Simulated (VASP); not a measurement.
# Ti (P6_3/mmc) in VASP: further runs, part 2 of 2

VASP 6.6.1. The steps go on from the part before.

### 3 Single point, PBEsol

INCAR

```
SYSTEM = Ti
ALGO = Fast
EDIFF = 1E-7
ENCUT = 520
GGA = PS
ISIF = 2
ISMEAR = 0
LASPH = .TRUE.
LCHARG = .FALSE.
LREAL = .FALSE.
LWAVE = .FALSE.
NBANDS = 19
NELM = 100
PREC = Accurate
SIGMA = 0.15
```

KPOINTS

```
k-points
0
G
  24 24 12
  0 0 0
```

POSCAR

```
Ti
1.0
    2.9499978604      0.0000000000      0.0000000000
   -1.4749989302      2.5547730882      0.0000000000
    0.0000000000      0.0000000000      4.6860000000
Ti
2
Direct
    0.3333333333      0.6666666667      0.2500000000
    0.6666666667      0.3333333333      0.7500000000
```

Potentials or basis: VASP PAW PBE potentials, release 64 (Ti_sv).

Run with:

```sh
cat potpaw_PBE.64/Ti_sv/POTCAR > POTCAR
mpirun -np 1 vasp_std > vasp.out
```

OUTCAR:

```text
SYSTEM = Ti
   EDIFF = 1E-7
   ENCUT = 520
   GGA = PS
   ISIF = 2
   ISMEAR = 0
   LASPH = .TRUE.
   LREAL = .FALSE.
   NELM = 100
   PREC = Accurate

 ion  position               nearest neighbor table
   1  0.333  0.667  0.250-   2 2.90   2 2.90   2 2.90   2 2.90   2 2.90   2 2.90
   2  0.667  0.333  0.750-   1 2.90   1 2.90   1 2.90   1 2.90   1 2.90   1 2.90

  LATTYP: Found a hexagonal cell.
 ALAT       =     2.9499978604
 C/A-ratio  =     1.5884757284

  Lattice vectors:

 A1 = (   2.9499978604,   0.0000000000,   0.0000000000)
 A2 = (  -1.4749989302,   2.5547730882,   0.0000000000)
 A3 = (   0.0000000000,   0.0000000000,   4.6860000000)

Analysis of symmetry for initial positions (statically):
=====================================================================
 Subroutine PRICEL returns:
 Original cell was already a primitive cell.

 Routine SETGRP: Setting up the symmetry group for a
 hexagonal supercell.

 Subroutine GETGRP returns: Found 24 space group operations
 (whereof 12 operations were pure point group operations)
 out of a pool of 24 trial point group operations.

The static configuration has the point symmetry D_3d.
 The point group associated with its full space group is D_6h.

Analysis of symmetry for dynamics (positions and initial velocities):
=====================================================================
 Subroutine PRICEL returns:
 Original cell was already a primitive cell.

 Routine SETGRP: Setting up the symmetry group for a
 hexagonal supercell.

 Subroutine GETGRP returns: Found 24 space group operations
 (whereof 12 operations were pure point group operations)
 out of a pool of 24 trial point group operations.

The dynamic configuration has the point symmetry D_3d.
 The point group associated with its full space group is D_6h.

 Subroutine INISYM returns: Found 24 space group operations
 (whereof 12 operations are pure point group operations),
 and found     1 'primitive' translations

----------------------------------------------------------------------------------------

                                     Primitive cell

  volume of cell :      35.3164

  direct lattice vectors                    reciprocal lattice vectors
     2.949997860  0.000000000  0.000000000     0.338983297  0.195712098  0.000000000
    -1.474998930  2.554773088  0.000000000     0.000000000  0.391424195  0.000000000
     0.000000000  0.000000000  4.686000000     0.000000000  0.000000000  0.213401622

  length of vectors
     2.949997860  2.949997860  4.686000000     0.391424195  0.391424195  0.213401622

  position of ions in fractional coordinates (direct lattice)
     0.333333333  0.666666667  0.250000000
     0.666666667  0.333333333  0.750000000

  ion indices of the primitive-cell ions
   primitive index   ion index
                 1           1
                 2           2

----------------------------------------------------------------------------------------

 KPOINTS: k-points

Automatic generation of k-mesh.
 Grid dimensions read from file:
 generate k-points for:   24   24   12

 Generating k-lattice:

  Cartesian coordinates                     Fractional coordinates (reciprocal lattice)
     0.014124304  0.008154671  0.000000000     0.041666667  0.000000000  0.000000000
     0.000000000  0.016309341  0.000000000     0.000000000  0.041666667  0.000000000
     0.000000000  0.000000000  0.017783468     0.000000000  0.000000000  0.083333333

  Length of vectors
     0.016309341  0.016309341  0.017783468

  Shift w.r.t. Gamma in fractional coordinates (k-lattice)
     0.000000000  0.000000000  0.000000000

 Subroutine IBZKPT returns following result:
 ===========================================

 Found    427 irreducible k-points:

 Following reciprocal coordinates:
            Coordinates               Weight
  0.000000  0.000000  0.000000      1.000000
  0.041667  0.000000  0.000000      6.000000
  0.083333  0.000000  0.000000      6.000000
  0.125000  0.000000  0.000000      6.000000
  0.166667  0.000000  0.000000      6.000000
  0.208333  0.000000  0.000000      6.000000
[... 16 lines left out ...]
  0.416667  0.041667  0.000000     12.000000
  0.458333  0.041667  0.000000     12.000000
 [... further k-points ...]
   k-points           NKPTS =    427   k-points in BZ     NKDIM =    427   number of bands    NBANDS=     19
   number of dos      NEDOS =    301   number of ions     NIONS =      2
   total plane-waves  NPLWV =  20736
   dimension x,y,z NGX =    24 NGY =   24 NGZ =   36
   dimension x,y,z NGXF=    48 NGYF=   48 NGZF=   72
   ions per type =               2
   NGX,Y,Z   is equivalent  to a cutoff of  13.53, 13.53, 12.77 a.u.
   NGXF,Y,Z  is equivalent  to a cutoff of  27.05, 27.05, 25.54 a.u.
 SYSTEM =  Ti
   PREC   = accura    normal or accurate (medium, high low for compatibility)
   ISTART =      0    job   : 0-new  1-cont  2-samecut
   ICHARG =      2    charge: 1-file 2-atom 10-const
   ISPIN  =      1    spin polarized calculation?
   LNONCOLLINEAR =      F non collinear calculations
   LSORBIT =      F    spin-orbit coupling
   LASPH  =      T    aspherical Exc in radial PAW
   ENCUT  =  520.0 eV  38.22 Ry    6.18 a.u.   5.49  5.49  8.71*2*pi/ulx,y,z
   NELM   =    100;   NELMIN=  2; NELMDL= -5     # of ELM steps
   EDIFF  = 0.1E-06   stopping-criterion for ELM
   LREAL  =      F    real-space projection
   EDIFFG = 0.1E-05   stopping-criterion for IOM
   NSW    =      0    number of steps for IOM
   IBRION =     -1    ionic relax: 0-MD 1-quasi-New 2-CG
   NFREE  =      0    steps in history (QN), initial steepest desc. (CG)
   ISIF   =      2    stress and relaxation
   ISYM   =      2    0-nonsym 1-usesym 2-fastsym
   POTIM  = 0.5000    time-step for ionic-motion
   TEBEG  =    0.0;   TEEND  =   0.0 temperature during run
   PSTRESS=    0.0 pullay stress
   NELECT =      24.0000    total number of electrons
   NUPDOWN=      -1.0000    fix difference up-down
   EMIN   =  10.00;   EMAX   =-10.00  energy-range for DOS
   EFERMI =   0.00;   METHOD = LEGACY
   ISMEAR =     0;   SIGMA  =   0.15  broadening in eV -4-tet -1-fermi 0-gaus
   EFERMI_NEDOS =   21; number of points for ismear=-14 and -15
   IALGO  =     68    algorithm
   IMIX   =      4    mixing-type and parameters
     AMIX     =   0.40;   BMIX     =  1.00
     AMIX_MAG =   1.60;   BMIX_MAG =  1.00
  volume/ion in A,a.u.               =      17.66       119.16
  Fermi-wavevector in a.u.,A,eV,Ry     =   1.439306  2.719894 28.185854  2.071602
  Thomas-Fermi vector in A             =   2.558176
   LORBIT       =      0    0 simple, 1 ext, 2 COOP (PROOUT), +10 PAW based schemes
   GGA     = PS    functional components
   LHFCALC =     F    Hartree Fock is set to
   AEXX    =    0.0000 exact exchange contribution
   IVDW    =     0    specifies the selected vdW correction
   LEPSILON=     F    determine dielectric tensor
   LRPA    =     F    only Hartree local field effects (RPA)
 non-spin polarized calculation
 RMM-DIIS sequential band-by-band and
 Gauss-broadening in eV      SIGMA  =   0.15
  energy-cutoff  :      520.00
  volume of cell :       35.32
 maximum number of plane-waves:       982
 NGX is ok and might be reduce to    24
   NGX = 11   NGY = 11   NGZ = 17

 number of electron      24.0000001 magnetization

 Free energy of the ion-electron system (eV)
  ---------------------------------------------------
  ext. energy  EPLUGINS =         0.00000000
  ---------------------------------------------------
  free energy    TOTEN  =       -16.65225489 eV

  energy without entropy =      -16.62810427  energy(sigma->0) =      -16.64017958

 E-fermi :   8.0328     XC(G=0): -11.5562

 val. band max:        8.0303252047   @ k =   0.1250   0.0833   0.2500
 cond. band min:       8.0343352039   @ k =   0.1250   0.0417   0.4167
 fundamental gap:      0.0040099992
 Fermi energy:         8.0327688234

 k-point     1 :       0.0000    0.0000    0.0000
  band No.  band energies     occupation
      1     -48.6189      2.00000
      2     -48.4898      2.00000
      3     -25.2907      2.00000
      4     -24.6715      2.00000
      5     -24.6715      2.00000
      6     -24.6134      2.00000
[... 11 lines left out ...]
     18       9.6377      0.00000
     19      11.1315      0.00000

 k-point     2 :       0.0417    0.0000    0.0000
  band No.  band energies     occupation
      1     -48.6173      2.00000
      2     -48.4891      2.00000
      3     -25.2870      2.00000
      4     -24.6791      2.00000
      5     -24.6740      2.00000
      6     -24.6150      2.00000
[... 476 lines left out ...]
 k-point    24 :       0.4583    0.0417    0.0000
  band No.  band energies     occupation
      1     -48.5066      2.00000
      2     -48.4646      2.00000
      3     -25.1248      2.00000
      4     -25.0084      2.00000
      5     -24.9974      2.00000
      6     -24.8126      2.00000
[... 11 lines left out ...]
     18      11.5202      0.00000
     19      12.2646      0.00000

 [... further k-points ...]
[... 5 lines left out ...]
  --------------------------------------------------------------------------------------
  -------------------------------------------------------------------------------------
  Total       -1.3015922     -1.3015922     -1.4233577      0.0000000      0.0000000      0.0000000
  in kB      -59.0485447    -59.0485447    -64.5726074      0.0000000      0.0000000      0.0000000
  external PRESSURE =     -60.8898989 kB  Pullay stress =       0.0000000 kB

 VOLUME and BASIS-vectors are now :
 -----------------------------------------------------------------------------
  energy-cutoff  :      520.00
  volume of cell :       35.32
      direct lattice vectors                 reciprocal lattice vectors
     2.949997860  0.000000000  0.000000000     0.338983297  0.195712098  0.000000000
    -1.474998930  2.554773088  0.000000000     0.000000000  0.391424195  0.000000000
     0.000000000  0.000000000  4.686000000     0.000000000  0.000000000  0.213401622

 POSITION                                       TOTAL-FORCE (eV/Angst)
 -----------------------------------------------------------------------------------
     -0.00000      1.70318      1.17150        -0.000000      0.000000      0.000000
      1.47500      0.85159      3.51450         0.000000      0.000000      0.000000
 -----------------------------------------------------------------------------------
    total drift:                               -0.000000      0.000000     -0.000000

  FREE ENERGIE OF THE ION-ELECTRON SYSTEM (eV)
  ---------------------------------------------------
  free  energy   TOTEN  =       -16.6522548854 eV

  energy  without entropy=      -16.6281042659  energy(sigma->0) =      -16.64017958
```

Wall time 12 min (1 thread of Intel Xeon Platinum 8259CL at 2.50GHz (Skylake/Cascade Lake), shared host); peak memory 0.34 GiB.

Results:

```yaml
Free_energy: -16.6523 eV
Pressure: -6.1 GPa
Band_gap_on_the_k_mesh: zero (band 12 reaches 8.80 eV, above the bottom of band 13 at 7.68 eV)
```

Caveat: the PAW data sets were made with another functional, which shifts forces and pressure a little.
